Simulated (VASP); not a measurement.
# WC in VASP: notebook

Runs on WC. Level: r2SCAN. Tasks: single point.

Everything below comes from runs of VASP 6.6.1. Logs are shortened: lines on timing, memory, paths and dates and some standing lists are left out, and cuts for length are marked.

## 1. The cell of the first run

The structure is cubic, space group Fm-3m (No. 225). Conventional cell: a = 4.385 Å, b = 4.385 Å, c = 4.385 Å, α = 90.00°, β = 90.00°, γ = 90.00°. W (site symmetry m-3m) has 6 C at 2.19 Å within 2.9 Å. Within 2.9 Å of C (site symmetry m-3m) lie 6 W at 2.19 Å.

## 2. Single point, r2SCAN

File POSCAR:

```
WC
1.0
    0.0000000000      2.1926840000      2.1926840000
    2.1926840000      0.0000000000      2.1926840000
    2.1926840000      2.1926840000      0.0000000000
W C
1 1
Direct
    0.0000000000      0.0000000000      0.0000000000
    0.5000000000      0.5000000000      0.5000000000
```

File INCAR.step1:

```
SYSTEM = WC
ALGO = Normal
EDIFF = 1E-4
ENCUT = 520
GGA = PE
ISMEAR = -1
LASPH = .TRUE.
LCHARG = .FALSE.
LREAL = .FALSE.
LWAVE = .TRUE.
NBANDS = 16
NELM = 100
PREC = Accurate
SIGMA = 0.1
```

File INCAR.step2:

```
SYSTEM = WC
ALGO = Normal
EDIFF = 1E-6
ENCUT = 520
ISIF = 2
ISMEAR = -1
ISTART = 1
LASPH = .TRUE.
LCHARG = .FALSE.
LMIXTAU = .TRUE.
LREAL = .FALSE.
LWAVE = .FALSE.
METAGGA = R2SCAN
NBANDS = 16
NELM = 100
PREC = Accurate
SIGMA = 0.1
```

File KPOINTS:

```
k-points
0
G
  14 14 14
  0 0 0
```

Potentials or basis: VASP PAW PBE potentials, release 64 (W_sv, C).

Started as:

```
$ cat potpaw_PBE.64/W_sv/POTCAR potpaw_PBE.64/C/POTCAR > POTCAR
$ cp INCAR.step1 INCAR
$ mpirun -np 1 vasp_std > vasp.out
$ cp INCAR.step2 INCAR
$ mpirun -np 1 vasp_std > vasp.out
```

OUTCAR:

```text
SYSTEM = WC
   EDIFF = 1E-6
   ENCUT = 520
   ISIF = 2
   ISMEAR = -1
   ISTART = 1
   LASPH = .TRUE.
   LREAL = .FALSE.
   METAGGA = R2SCAN
   NELM = 100
   PREC = Accurate

 ion  position               nearest neighbor table
   1  0.000  0.000  0.000-   2 2.19   2 2.19   2 2.19   2 2.19   2 2.19   2 2.19
   2  0.500  0.500  0.500-   1 2.19   1 2.19   1 2.19   1 2.19   1 2.19   1 2.19

  LATTYP: Found a face centered cubic cell.
 ALAT       =     4.3853680000

  Lattice vectors:

 A1 = (   0.0000000000,   2.1926840000,   2.1926840000)
 A2 = (   2.1926840000,   0.0000000000,   2.1926840000)
 A3 = (   2.1926840000,   2.1926840000,   0.0000000000)

Analysis of symmetry for initial positions (statically):
=====================================================================
 Subroutine PRICEL returns:
 Original cell was already a primitive cell.

 Routine SETGRP: Setting up the symmetry group for a
 face centered cubic supercell.

 Subroutine GETGRP returns: Found 48 space group operations
 (whereof 48 operations were pure point group operations)
 out of a pool of 48 trial point group operations.

The static configuration has the point symmetry O_h .

Analysis of symmetry for dynamics (positions and initial velocities):
=====================================================================
 Subroutine PRICEL returns:
 Original cell was already a primitive cell.

 Routine SETGRP: Setting up the symmetry group for a
 face centered cubic supercell.

 Subroutine GETGRP returns: Found 48 space group operations
 (whereof 48 operations were pure point group operations)
 out of a pool of 48 trial point group operations.

The dynamic configuration has the point symmetry O_h .

 Subroutine INISYM returns: Found 48 space group operations
 (whereof 48 operations are pure point group operations),
 and found     1 'primitive' translations

----------------------------------------------------------------------------------------

                                     Primitive cell

  volume of cell :      21.0842

  direct lattice vectors                    reciprocal lattice vectors
     0.000000000  2.192684000  2.192684000    -0.228031034  0.228031034  0.228031034
     2.192684000  0.000000000  2.192684000     0.228031034 -0.228031034  0.228031034
     2.192684000  2.192684000  0.000000000     0.228031034  0.228031034 -0.228031034

  length of vectors
     3.100923451  3.100923451  3.100923451     0.394961337  0.394961337  0.394961337

  position of ions in fractional coordinates (direct lattice)
     0.000000000  0.000000000  0.000000000
     0.500000000  0.500000000  0.500000000
[... 72 lines left out ...]
   LNONCOLLINEAR =      F non collinear calculations
   LSORBIT =      F    spin-orbit coupling
   LASPH  =      T    aspherical Exc in radial PAW
   ENCUT  =  520.0 eV  38.22 Ry    6.18 a.u.   5.77  5.77  5.77*2*pi/ulx,y,z
   NELM   =    100;   NELMIN=  2; NELMDL=  0     # of ELM steps
   EDIFF  = 0.1E-05   stopping-criterion for ELM
   LREAL  =      F    real-space projection
   EDIFFG = 0.1E-04   stopping-criterion for IOM
   NSW    =      0    number of steps for IOM
   IBRION =     -1    ionic relax: 0-MD 1-quasi-New 2-CG
   NFREE  =      0    steps in history (QN), initial steepest desc. (CG)
   ISIF   =      2    stress and relaxation
   ISYM   =      2    0-nonsym 1-usesym 2-fastsym
   POTIM  = 0.5000    time-step for ionic-motion
   TEBEG  =    0.0;   TEEND  =   0.0 temperature during run
   PSTRESS=    0.0 pullay stress
   NELECT =      18.0000    total number of electrons
   NUPDOWN=      -1.0000    fix difference up-down
   EMIN   =  10.00;   EMAX   =-10.00  energy-range for DOS
   EFERMI =   0.00;   METHOD = LEGACY
   ISMEAR =    -1;   SIGMA  =   0.10  broadening in eV -4-tet -1-fermi 0-gaus
   EFERMI_NEDOS =   21; number of points for ismear=-14 and -15
   IALGO  =     38    algorithm
   IMIX   =      4    mixing-type and parameters
     AMIX     =   0.40;   BMIX     =  1.00
     AMIX_MAG =   1.60;   BMIX_MAG =  1.00
  volume/ion in A,a.u.               =      10.54        71.14
  Fermi-wavevector in a.u.,A,eV,Ry     =   1.553029  2.934800 32.815887  2.411900
  Thomas-Fermi vector in A             =   2.657319
   LORBIT       =      0    0 simple, 1 ext, 2 COOP (PROOUT), +10 PAW based schemes
   METAGGA = R2SCAN    functional components
   LHFCALC =     F    Hartree Fock is set to
   AEXX    =    0.0000 exact exchange contribution
   IVDW    =     0    specifies the selected vdW correction
   LEPSILON=     F    determine dielectric tensor
   LRPA    =     F    only Hartree local field effects (RPA)
 non-spin polarized calculation
  energy-cutoff  :      520.00
  volume of cell :       21.08
 maximum number of plane-waves:       588
   NGX = 11   NGY = 11   NGZ = 11

 number of electron      18.0000001 magnetization

 Free energy of the ion-electron system (eV)
  ---------------------------------------------------
  ext. energy  EPLUGINS =         0.00000000
  ---------------------------------------------------
  free energy    TOTEN  =       -60.63586276 eV

  energy without entropy =      -60.60154804  energy(sigma->0) =      -60.61870540

 E-fermi :  12.4035     XC(G=0): -14.8511

 val. band max:       12.3970513753   @ k =  -0.1429   0.0714   0.0000
 cond. band min:      12.4086741831   @ k =  -0.2857   0.2857   0.0714
 fundamental gap:      0.0116228078
 Fermi energy:        12.4034531440

 k-point     1 :       0.0000    0.0000    0.0000
  band No.  band energies     occupation
      1     -65.0566      2.00000
      2     -28.3915      2.00000
      3     -28.3915      2.00000
      4     -28.3915      2.00000
      5      -4.3041      2.00000
      6       9.5642      2.00000
[... 433 lines left out ...]
      3     -28.4720      2.00000
      4     -28.4614      2.00000
      5      -2.4889      2.00000
      6       5.2702      2.00000
[... 8 lines left out ...]
     15      26.0237      0.00000
     16      28.3785      0.00000

 [... further k-points ...]
[... 5 lines left out ...]
  --------------------------------------------------------------------------------------
  -------------------------------------------------------------------------------------
  Total       -0.4540269     -0.4540269     -0.4540269      0.0000000      0.0000000      0.0000000
  in kB      -34.5011833    -34.5011833    -34.5011833      0.0000000      0.0000000      0.0000000
  external PRESSURE =     -34.5011833 kB  Pullay stress =       0.0000000 kB

 VOLUME and BASIS-vectors are now :
 -----------------------------------------------------------------------------
  energy-cutoff  :      520.00
  volume of cell :       21.08
      direct lattice vectors                 reciprocal lattice vectors
     0.000000000  2.192684000  2.192684000    -0.228031034  0.228031034  0.228031034
     2.192684000  0.000000000  2.192684000     0.228031034 -0.228031034  0.228031034
     2.192684000  2.192684000  0.000000000     0.228031034  0.228031034 -0.228031034

 POSITION                                       TOTAL-FORCE (eV/Angst)
 -----------------------------------------------------------------------------------
      0.00000      0.00000      0.00000        -0.000000      0.000000      0.000000
      2.19268      2.19268      2.19268         0.000000     -0.000000      0.000000
 -----------------------------------------------------------------------------------
    total drift:                                0.000000     -0.000000     -0.000000

  FREE ENERGIE OF THE ION-ELECTRON SYSTEM (eV)
  ---------------------------------------------------
  free  energy   TOTEN  =       -60.6358627637 eV

  energy  without entropy=      -60.6015480373  energy(sigma->0) =      -60.61870540
```

OUTCAR.step1:

```text
SYSTEM = WC
   EDIFF = 1E-4
   ENCUT = 520
   GGA = PE
   ISMEAR = -1
   LASPH = .TRUE.
   LREAL = .FALSE.
[... 675 lines left out ...]
      0.00000      0.00000      0.00000         0.000000      0.000000      0.000000
      2.19268      2.19268      2.19268         0.000000      0.000000      0.000000
 -----------------------------------------------------------------------------------
    total drift:                                0.000000     -0.000000     -0.000000

  FREE ENERGIE OF THE ION-ELECTRON SYSTEM (eV)
  ---------------------------------------------------
  free  energy   TOTEN  =       -21.5694497787 eV

  energy  without entropy=      -21.5342423576  energy(sigma->0) =      -21.55184607
```

OSZICAR.step1:

```text
N       E                     dE             d eps       ncg     rms          rms(c)
DAV:   1     0.108101362793E+03    0.10810E+03   -0.93434E+03  3336   0.125E+03
DAV:   2    -0.217753514031E+02   -0.12988E+03   -0.12529E+03  3984   0.332E+02
DAV:   3    -0.250441796909E+02   -0.32688E+01   -0.32539E+01  3744   0.496E+01
DAV:   4    -0.250615046925E+02   -0.17325E-01   -0.17324E-01  4280   0.408E+00
DAV:   5    -0.250616308539E+02   -0.12616E-03   -0.12616E-03  3704   0.331E-01    0.307E+01
DAV:   6    -0.216762568929E+02    0.33854E+01   -0.86936E+00  4184   0.277E+01    0.773E+00
DAV:   7    -0.215983855446E+02    0.77871E-01   -0.49523E-01  3352   0.560E+00    0.632E+00
DAV:   8    -0.215714154224E+02    0.26970E-01   -0.77740E-02  3760   0.240E+00    0.146E+00
DAV:   9    -0.215695196297E+02    0.18958E-02   -0.34459E-03  3568   0.540E-01    0.120E-01
DAV:  10    -0.215694497787E+02    0.69851E-04   -0.38248E-04  4008   0.209E-01
   1 F= -.21569450E+02 E0= -.21551846E+02  d E =-.352074E-01
```

Wall time 80 s (1 thread of Intel Xeon Platinum 8259CL at 2.50GHz (Skylake/Cascade Lake), shared host); peak memory 0.17 GiB.

What came out:

```yaml
Free_energy: -60.6359 eV
Pressure: -3.5 GPa
Band_gap_on_the_k_mesh: zero (band 9 reaches 13.50 eV, above the bottom of band 10 at 10.23 eV)
```

Caveat: the PAW data sets were made with another functional, which shifts forces and pressure a little; spin-orbit coupling is left out, which moves the levels of the heavy elements.

## 3. Single point, r2SCAN

File POSCAR:

```
WC
1.0
   -0.0219268400      2.1817205800      2.1817205800
    2.1817205800     -0.0219268400      2.1817205800
    2.1817205800      2.1817205800     -0.0219268400
W C
1 1
Direct
    0.0000000000      0.0000000000      0.0000000000
    0.5000000000      0.5000000000      0.5000000000
```

File INCAR.step1:

```
SYSTEM = WC
PREC = Accurate
ENCUT = 520
ISMEAR = -1
SIGMA = 0.1
LREAL = .FALSE.
LASPH = .TRUE.
NELM = 100
NBANDS = 16
GGA = PE
ALGO = Normal
EDIFF = 1E-4
LWAVE = .TRUE.
LCHARG = .FALSE.
```

File INCAR.step2:

```
SYSTEM = WC
PREC = Accurate
ENCUT = 520
EDIFF = 1E-6
ISMEAR = -1
SIGMA = 0.1
LREAL = .FALSE.
LASPH = .TRUE.
NELM = 100
ALGO = Normal
ISIF = 2
LWAVE = .FALSE.
LCHARG = .FALSE.
METAGGA = R2SCAN
LMIXTAU = .TRUE.
NBANDS = 16
ISTART = 1
```

File KPOINTS:

```
regular mesh
0
G
  14 14 14
  0 0 0
```

Potentials or basis: VASP PAW PBE potentials, release 64 (W_sv, C).

Started as:

```
$ cat potpaw_PBE.64/W_sv/POTCAR potpaw_PBE.64/C/POTCAR > POTCAR
$ cp INCAR.step1 INCAR
$ mpirun -np 1 vasp_std > vasp.out
$ cp INCAR.step2 INCAR
$ mpirun -np 1 vasp_std > vasp.out
```

It took 3.2 min on 1 thread of Intel Xeon Platinum 8259CL at 2.50GHz (Skylake/Cascade Lake), shared host; peak memory 0.22 GiB.

It converged, with:

```yaml
Free_energy: -60.6339 eV
Pressure: -3.4 GPa
Band_gap_on_the_k_mesh: zero (band 9 reaches 13.58 eV, above the bottom of band 10 at 10.15 eV)
```

Stress tensor (GPa, compression positive):
```
-3.42  1.04  1.04
 1.04 -3.42  1.04
 1.04  1.04 -3.42
```

Levels at points of the mesh, in eV from the Fermi level:
| k point | band 6 | band 7 | band 8 | band 9 | band 10 | band 11 | band 12 | band 13 |
| --- | --- | --- | --- | --- | --- | --- | --- | --- |
| (0.00, 0.00, 0.00) | -2.91 | -2.91 | -2.69 | -1.20 | -1.20 | -1.07 | -1.02 | -1.02 |
| (0.50, 0.00, 0.00) | -10.20 | -6.99 | -6.81 | 0.97 | 1.15 | 2.49 | 5.40 | 9.10 |
| (0.50, 0.50, 0.00) | -5.90 | -5.88 | -2.77 | -2.63 | 0.85 | 2.33 | 2.35 | 5.72 |
| (0.50, 0.50, 0.50) | -10.16 | -7.03 | -7.03 | 1.17 | 1.17 | 2.58 | 5.25 | 9.28 |

Caveat: the PAW data sets were made with another functional, which shifts forces and pressure a little; spin-orbit coupling is left out, which moves the levels of the heavy elements.

(Continued in part 2 of 2.)
